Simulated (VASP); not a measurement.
Set up this calculation in VASP 6.6.1, as the native input.

* Task: single point
* Functional: PBE
* Dispersion: D3(BJ)
* Potentials or basis: VASP PAW PBE potentials, release 64 (Ga_d, Sb)
* Cutoff: 520 eV
* k mesh: 14 × 14 × 14
* Occupations: gaussian, width 0.15 eV
* Spin: no spin polarisation
* Dipole correction: no
* Further INCAR settings: ALGO = Fast; EDIFF = 1e-07; NBANDS = 30

The structure of Ga3Sb lies in POSCAR:

```
Ga3Sb
1.0
   -2.3161768792      2.3161768792      3.8918720101
    2.3161768792     -2.3161768792      3.8918720101
    2.3161768792      2.3161768792     -3.8918720101
Ga Sb
3 1
Direct
    0.7500000000      0.2500000000      0.5000000000
    0.2500000000      0.7500000000      0.5000000000
    0.5000000000      0.5000000000      0.0000000000
    0.0000000000      0.0000000000      0.0000000000
```

These files were run (other wordings do the same):

INCAR

```
SYSTEM = Ga3Sb
PREC = Accurate
ENCUT = 520
EDIFF = 1E-7
ISMEAR = 0
SIGMA = 0.15
LREAL = .False.
LASPH = .True.
NELM = 60
ALGO = Fast
ISIF = 2
LWAVE = .False.
LCHARG = .True.
GGA = PE
IVDW = 12
LELF = .True.
LVHAR = .True.
NBANDS = 30
```

KPOINTS

```
regular mesh
0
Gamma
  14 14 14
  0 0 0
```

Potentials or basis: VASP PAW PBE potentials, release 64 (Ga_d, Sb).

Run with:

```sh
$ cat potpaw_PBE.64/Ga_d/POTCAR potpaw_PBE.64/Sb/POTCAR > POTCAR
$ mpirun -np 1 vasp_std > vasp.out
```

It gave:

The pressure is -0.3 GPa, the band gap on the k mesh is zero (bands 22 and 23 overlap by 4.38 eV) and the dispersion energy per atom is -0.357 eV.

Caveat: spin-orbit coupling is left out, which moves the levels of the heavy elements.

Run time: 12 min on 1 thread of Intel(R) Xeon(R) Platinum 8259CL CPU @ 2.50GHz (Skylake/Cascade Lake), on a shared host, peak memory 0.63 GiB.
